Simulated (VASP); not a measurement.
Here is a VASP 6.6.1 calculation.

File INCAR:

```
SYSTEM = H24CO11
  PREC = Accurate
  ENCUT = 520
  EDIFF = 1E-6
  ISMEAR = -1
  SIGMA = 0.02
  LREAL = Auto
  LASPH = .True.
  NELM = 80
  ALGO = Normal
  ISIF = 2
  LWAVE = .False.
  LCHARG = .True.
  GGA = PE
  IVDW = 12
  LELF = .True.
  LVHAR = .True.
  NBANDS = 71
```

File KPOINTS:

```
regular mesh
0
Gamma
  1 1 1
  0 0 0
```

POSCAR

```
H24CO11
1.0
    7.1595990000      0.0000000000      0.0000000000
    0.0000000000      7.1595990000      0.0000000000
    0.0000000000      0.0000000000      7.1595990000
O H C
11 24 1
Direct
    0.5158529130      0.2939410433      0.9574837920
    0.2419269571      0.9957959936      0.4663948358
    0.8891699102      0.4162383955      0.3725767323
    0.8343204696      0.1115984289      0.1838929806
    0.6966730958      0.7878932884      0.3610397733
    0.0853120405      0.6810157943      1.0534388867
    0.3100871990      0.6985307417      0.7548327776
    0.4086541718      0.9401504190      0.1245879832
    0.7246634902      0.8685123287      0.7778647938
    0.8014275660      0.2597212498      0.7245098503
    0.2657830418      0.3371836886      0.5597520196
    0.6159423174      0.2640231667      0.8593079026
    0.4221186131      0.3671993362      0.8881363328
    0.2470110407      0.8902314222      0.5445835723
    0.2922929063      0.9860328770      0.3512487222
    0.8590844264      0.3012459217      0.2889547306
    1.0155038013      0.3954411413      0.3995335493
    0.7932706846      0.0142605752      0.2760769144
    0.7354462170      0.1233448968      0.0985669728
    0.6002850160      0.7908543481      0.2666071103
    0.7728784810      0.6795771663      0.3428404300
   -0.0175289147      0.7553076646      1.0735517450
    0.0303368946      0.5753813866      1.0027796249
    0.2171490331      0.7033773819      0.8481759942
    0.2791357449      0.5835522353      0.6918683574
    0.4178585979      1.0537880683      0.0454075710
    0.3602296721      0.8395302586      0.0455332764
    0.5927845959      0.8316806570      0.7496509232
    0.8080620158      0.8058132865      0.6919940628
    0.8046819382      0.3327281318      0.5925331852
    0.7923069434      0.1273255667      0.7093134685
    0.3675624850      0.5005727276      0.3387899238
    0.2773758698      0.2029722614      0.5235768093
    0.5242193033      0.4814655122      0.5455612807
    0.5002095788      0.3138304254      0.3908878137
    0.4190737498      0.4062378354      0.4542153827
```

Potentials or basis: VASP PAW PBE potentials, release 64 (O, H, C).

The run is started by

```sh
$ cat potpaw_PBE.64/O/POTCAR potpaw_PBE.64/H/POTCAR potpaw_PBE.64/C/POTCAR > POTCAR
$ mpirun -np 1 vasp_gam > vasp.out
```

(1) Estimate the dispersion energy per atom.

(2) Predict the pressure.

(3) Estimate the band gap on the k mesh.

(4) Predict the largest force.

Results:

(1) -0.034 eV.

(2) 2.4 GPa.

(3) 4.23 eV.

(4) 5.334 eV/Å.

Caveat: the k points lie up to 0.88 Å⁻¹ apart; the atoms stand as in a frame of molecular dynamics.
